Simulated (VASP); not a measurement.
# Si (P6_3/mmc) in VASP: further runs, part 2 of 2

VASP 6.6.1. Earlier steps stand in the parts before.

## 4. Single point, r2SCAN (strain +0.0600 x Voigt [1, 1, 0, 0, 0, 0])

The input, POSCAR:

```
Si
1.0
    4.0618228597      0.0000000000      0.0000000000
   -2.0309114299      3.5176417822      0.0000000000
    0.0000000000      0.0000000000      6.3418199288
Si
4
Direct
    0.3333333333      0.6666666667      0.0630908785
    0.6666666667      0.3333333333      0.5630908785
    0.3333333333      0.6666666667      0.4369091215
    0.6666666667      0.3333333333      0.9369091215
```

The input, INCAR.step1:

```
PREC = Accurate ; ENCUT = 520
ISMEAR = 0 ; SIGMA = 0.05
LREAL = F ; LASPH = T
NELM = 80 ; NBANDS = 16
GGA = PE ; ALGO = Normal
EDIFF = 1E-4 ; LWAVE = T
LCHARG = F
```

The input, INCAR.step2:

```
PREC = Accurate ; ENCUT = 520
EDIFF = 1E-6 ; ISMEAR = 0
SIGMA = 0.05 ; LREAL = F
LASPH = T ; NELM = 80
ALGO = Normal ; ISIF = 2
LWAVE = F ; LCHARG = F
METAGGA = R2SCAN ; LMIXTAU = T
NBANDS = 16 ; ISTART = 1
```

The input, KPOINTS:

```
Automatic mesh
0
Gamma
  12 12 4
```

Potentials or basis: VASP PAW PBE potentials, release 64 (Si).

Command:

```console
> cat potpaw_PBE.64/Si/POTCAR > POTCAR
> cp INCAR.step1 INCAR
> mpirun -np 1 vasp_std > vasp.out
> cp INCAR.step2 INCAR
> mpirun -np 1 vasp_std > vasp.out
```

OUTCAR:

```text
PREC = Accurate
   ENCUT = 520
   EDIFF = 1E-6
   ISMEAR = 0
   LREAL = F
   LASPH = T
   NELM = 80
   ISIF = 2
   METAGGA = R2SCAN
   ISTART = 1

 ion  position               nearest neighbor table
   1  0.333  0.667  0.063-   3 2.37   4 2.48   4 2.48   4 2.48
   2  0.667  0.333  0.563-   4 2.37   3 2.48   3 2.48   3 2.48
   3  0.333  0.667  0.437-   1 2.37   2 2.48   2 2.48   2 2.48
   4  0.667  0.333  0.937-   2 2.37   1 2.48   1 2.48   1 2.48

  LATTYP: Found a hexagonal cell.
 ALAT       =     4.0618228597
 C/A-ratio  =     1.5613236096

  Lattice vectors:

 A1 = (   4.0618228597,   0.0000000000,   0.0000000000)
 A2 = (  -2.0309114299,   3.5176417822,   0.0000000000)
 A3 = (   0.0000000000,   0.0000000000,   6.3418199288)

Analysis of symmetry for initial positions (statically):
=====================================================================
 Subroutine PRICEL returns:
 Original cell was already a primitive cell.

 Routine SETGRP: Setting up the symmetry group for a
 hexagonal supercell.

[... 167 lines left out ...]
  ---------------------------------------------------
  free energy    TOTEN  =       -34.62348184 eV

  energy without entropy =      -34.62348184  energy(sigma->0) =      -34.62348184

 E-fermi :   5.0179     XC(G=0):  -9.3611

 val. band max:        4.8097883208   @ k =   0.0000   0.0000   0.0000
 cond. band min:       5.2104354426   @ k =   0.0000   0.0000   0.0000
 fundamental gap:      0.4006471218
 Fermi energy:         5.0179417918

 k-point     1 :       0.0000    0.0000    0.0000
  band No.  band energies     occupation
      1      -7.1685      2.00000
      2      -4.6579      2.00000
      3      -2.3206      2.00000
      4       3.0684      2.00000
      5       3.0684      2.00000
      6       4.4611      2.00000
[... 433 lines left out ...]
      3      -2.0470      2.00000
      4      -0.1435      2.00000
      5       0.8882      2.00000
      6       2.1472      2.00000
[... 8 lines left out ...]
     15      11.7181      0.00000
     16      11.7294      0.00000

 [... further k-points ...]
[... 5 lines left out ...]
  --------------------------------------------------------------------------------------
  -------------------------------------------------------------------------------------
  Total       -6.8014431     -6.8014431     -0.8781444      0.0000000      0.0000000      0.0000000
  in kB     -120.2610954   -120.2610954    -15.5270885      0.0000000      0.0000000      0.0000000
  external PRESSURE =     -85.3497597 kB  Pullay stress =       0.0000000 kB

 VOLUME and BASIS-vectors are now :
 -----------------------------------------------------------------------------
  energy-cutoff  :      520.00
  volume of cell :       90.61
      direct lattice vectors                 reciprocal lattice vectors
     4.061822860  0.000000000  0.000000000     0.246194882  0.142140681  0.000000000
    -2.030911430  3.517641782  0.000000000     0.000000000  0.284281363  0.000000000
     0.000000000  0.000000000  6.341819929     0.000000000  0.000000000  0.157683443

 POSITION                                       TOTAL-FORCE (eV/Angst)
 -----------------------------------------------------------------------------------
     -0.00000      2.34509      0.40011         0.000000     -0.000000     -0.458930
      2.03091      1.17255      3.57102        -0.000000      0.000000     -0.458930
     -0.00000      2.34509      2.77080         0.000000     -0.000000      0.458930
      2.03091      1.17255      5.94171        -0.000000      0.000000      0.458930
 -----------------------------------------------------------------------------------
    total drift:                               -0.000000      0.000000     -0.000000

  FREE ENERGIE OF THE ION-ELECTRON SYSTEM (eV)
  ---------------------------------------------------
  free  energy   TOTEN  =       -34.6234818364 eV

  energy  without entropy=      -34.6234818364  energy(sigma->0) =      -34.62348184
```

OUTCAR.step1:

```text
PREC = Accurate
   ENCUT = 520
   ISMEAR = 0
   LREAL = F
[... 687 lines left out ...]
     -0.00000      2.34509      0.40011         0.000000     -0.000000     -0.483030
      2.03091      1.17255      3.57102        -0.000000      0.000000     -0.483030
     -0.00000      2.34509      2.77080         0.000000     -0.000000      0.483030
      2.03091      1.17255      5.94171        -0.000000      0.000000      0.483030
 -----------------------------------------------------------------------------------
    total drift:                               -0.000000      0.000000     -0.000000

  FREE ENERGIE OF THE ION-ELECTRON SYSTEM (eV)
  ---------------------------------------------------
  free  energy   TOTEN  =       -21.3300807753 eV

  energy  without entropy=      -21.3300641087  energy(sigma->0) =      -21.33007244
```

OSZICAR.step1:

```text
N       E                     dE             d eps       ncg     rms          rms(c)
DAV:   1     0.260315681534E+02    0.26032E+02   -0.58294E+03  1824   0.806E+02
DAV:   2    -0.196073430499E+02   -0.45639E+02   -0.41513E+02  2448   0.119E+02
DAV:   3    -0.215588505783E+02   -0.19515E+01   -0.19330E+01  2528   0.229E+01
DAV:   4    -0.215837475081E+02   -0.24897E-01   -0.24891E-01  2216   0.331E+00
DAV:   5    -0.215842363981E+02   -0.48889E-03   -0.48885E-03  2512   0.444E-01    0.590E+00
DAV:   6    -0.214125161897E+02    0.17172E+00   -0.68427E-02  2120   0.124E+00    0.356E+00
DAV:   7    -0.213264343829E+02    0.86082E-01   -0.15619E-01  2216   0.195E+00    0.210E-01
DAV:   8    -0.213293842542E+02   -0.29499E-02   -0.12822E-02  2168   0.593E-01    0.129E-01
DAV:   9    -0.213298480791E+02   -0.46382E-03   -0.66930E-04  2528   0.145E-01    0.932E-02
DAV:  10    -0.213300743034E+02   -0.22622E-03   -0.30864E-04  2144   0.843E-02    0.199E-02
DAV:  11    -0.213300807753E+02   -0.64719E-05   -0.83982E-06  1280   0.167E-02
   1 F= -.21330081E+02 E0= -.21330072E+02  d E =-.166666E-04
```

Wall time 1.8 min (1 thread of Intel Xeon 6975P-C (Granite Rapids), shared host); peak memory 0.23 GiB.

What came out:

```yaml
Free_energy: -34.6235 eV
Pressure: -8.5 GPa
Largest_force: 0.459 eV/Å
Band_gap_on_the_k_mesh: 0.40 eV, direct
```

Forces on the atoms (eV/Å):
```
Si   0.000  0.000 -0.459
Si   0.000  0.000 -0.459
Si   0.000  0.000  0.459
Si   0.000  0.000  0.459
```

Levels at points of the mesh, in eV from the valence-band top:
```csv
k point,band 4,band 5,band 6,band 7,band 8,band 9,band 10,band 11,band 12,band 13
"(0.00, 0.00, 0.00)",-1.74,-1.74,-0.35,0.00,0.00,0.40,1.87,1.87,2.43,3.36
"(0.50, 0.00, 0.00)",-5.70,-4.45,-3.09,-2.83,-1.28,0.54,2.48,3.12,3.41,5.19
"(0.00, 0.00, 0.50)",-4.01,-1.08,-1.08,-1.08,-1.08,1.32,1.32,3.01,3.01,3.01
"(0.50, 0.00, 0.50)",-7.09,-2.39,-2.39,-2.22,-2.22,1.08,1.08,2.28,2.28,5.79
```

Caveat: the cell differs from its parent crystal (strain +0.0600 x Voigt [1, 1, 0, 0, 0, 0]); the PAW data sets were made with another functional, which shifts forces and pressure a little. A k mesh can miss the band edges.

## 5. The runs side by side

| cell | gap on the mesh (eV) | pressure (GPa) | largest force (eV/Å) |
| --- | --- | --- | --- |
| a = 4.004, b = 4.004, c = 6.342 Å, angles 90.0, 90.0, 120.0°, 4 atoms | 0.57 | -7.0 | 0.38 |
| a = 4.033, b = 4.033, c = 6.342 Å, angles 90.0, 90.0, 120.0°, 4 atoms | 0.51 | -7.8 | 0.42 |
| a = 4.062, b = 4.062, c = 6.342 Å, angles 90.0, 90.0, 120.0°, 4 atoms | 0.40 | -8.5 | 0.46 |

Alike in all rows: task single point; level r2SCAN; potentials or basis VASP PAW PBE potentials, release 64 (Si); no spin polarisation; k mesh 12 × 12 × 4; cutoff (eV) 520; smearing gaussian 0.05 eV.

Caveats: the PAW data sets were made with another functional, which shifts forces and pressure a little.

Absolute energies hang on the potentials; compare differences alone.
